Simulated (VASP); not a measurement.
Here is a VASP 6.6.1 calculation.

The input POSCAR:

```
Li2BrF
1.0
    1.7353772094      1.0019204990      5.4684601465
   -1.7353772094      1.0019204990      5.4684601465
    0.0000000000     -2.0038409980      5.4684601465
F Br Li
1 1 2
Direct
    1.0000000000      0.0000000000      0.0000000000
    0.5000000000      0.5000000000      0.5000000000
    0.2670198432      0.2670198432      0.2670198432
    0.7329801568      0.7329801568      0.7329801568
```

File INCAR.step1:

```
PREC = Accurate
ENCUT = 500
EDIFF = 1E-8
ISMEAR = 0
SIGMA = 0.01
LREAL = F
LASPH = T
NELM = 60
ALGO = Normal
LWAVE = T
LCHARG = F
GGA = PE
```

Contents of INCAR.step2:

```
PREC = Accurate
ENCUT = 500
EDIFF = 1E-8
ISMEAR = 0
SIGMA = 0.01
LREAL = F
LASPH = T
NELM = 1
ALGO = Exact
LWAVE = T
LCHARG = F
GGA = PE
NBANDS = 222
LOPTICS = T
ISTART = 1
```

File INCAR.step3:

```
PREC = Accurate
ENCUT = 500
EDIFF = 1E-8
ISMEAR = 0
SIGMA = 0.01
LREAL = F
LASPH = T
ALGO = EVGW0
LWAVE = F
LCHARG = F
GGA = PE
NELMGW = 1
NBANDS = 222
ENCUTGW = 140.0
NOMEGA = 96
PRECFOCK = Fast
ISTART = 1
NBANDSGW = 16
OMEGAMAX = 20
```

The input KPOINTS:

```
regular mesh
0
Gamma
  4 4 4
```

Potentials or basis: VASP PAW PBE potentials, release 64 (F_GW, Br_GW, Li_GW).

Launch:

```sh
$ cat potpaw_PBE.64/F_GW/POTCAR potpaw_PBE.64/Br_GW/POTCAR potpaw_PBE.64/Li_GW/POTCAR > POTCAR
$ cp INCAR.step1 INCAR
$ mpirun -np 1 vasp_std > vasp.out
$ cp INCAR.step2 INCAR
$ mpirun -np 1 vasp_std > vasp.out
$ cp INCAR.step3 INCAR
$ mpirun -np 1 vasp_std > vasp.out
```

Task: What does it give for the quasiparticle gap?

Result: 5.97 eV.

Task: Estimate the least direct quasiparticle gap.

Result: 5.97 eV.

Task: What does it give for the least direct gap of the starting levels on the mesh?

Result: 3.41 eV.

Caveat: the k points lie up to 0.53 Å⁻¹ apart; bands, screening cutoff and mesh are small and nothing is extrapolated, so the quasiparticle values aren't converged.
